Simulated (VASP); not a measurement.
A run of VASP 6.6.1:

The input INCAR:

```
ALGO = Normal ; EDIFF = 1E-6
ENCUT = 520 ; GGA = CA
ISIF = 2 ; ISMEAR = -1
LASPH = True ; LCHARG = False
LREAL = Auto ; LWAVE = False
NBANDS = 38 ; NELM = 80
PREC = Accurate ; SIGMA = 0.02
```

Contents of KPOINTS:

```
k-points
0
Gamma
  1 1 1
```

Contents of POSCAR:

```
H12CO5
1.0
    3.9630130000     -0.7966940000     -0.1545400000
   -0.7966940000      3.9664710000     -0.4888880000
   -0.1545400000     -0.4888880000      5.6427380000
O H C
5 12 1
Direct
    0.2511608260      0.6746433610      0.0295671069
    0.8146043830     -0.1195170738      1.2715562016
    0.1509086013      0.6217708316      0.5434946144
    0.4847941859      0.2817876670      0.4008484361
    0.8028768311      0.0493188604      0.7565632118
    0.4951171658      0.8545907749      0.1514716050
    0.1810221866      0.7041084907     -0.2689642226
    0.7408985858      0.2909538836      1.4176880673
    0.9626374379     -0.2182158683      1.1491908485
   -0.2166868444      0.7219357805      0.4018720974
    0.3419465370      0.5168870994      0.5017323714
    0.2210156781      0.4927113540      0.1187254186
    0.3014872367      0.0495989144      0.4547863381
    0.3445177350      0.1194060764      0.7816627263
    1.0794698849      0.1460492296      0.8114186751
    0.6129081096      0.2935413275      1.0456852067
    0.6861160952      0.5408857827      0.8066943654
    0.6378406289      0.2724527015      0.8542077883
```

Potentials or basis: VASP PAW LDA potentials, release 64 (O, H, C).

Run with:

```bash
$ cat potpaw_LDA.64/O/POTCAR potpaw_LDA.64/H/POTCAR potpaw_LDA.64/C/POTCAR > POTCAR
$ mpirun -np 1 vasp_gam > vasp.out
```

Hardware: 1 thread of Intel(R) Xeon(R) Platinum 8259CL CPU @ 2.50GHz (Skylake/Cascade Lake), with other jobs on the host.

**Question.** Estimate the wall time of this run.

**Answer.** Wall time 16 s on 1 thread of Intel(R) Xeon(R) Platinum 8259CL CPU @ 2.50GHz (Skylake/Cascade Lake), with other jobs on the host, peak memory 0.15 GiB. Counts: scf iterations 13, k points 1.
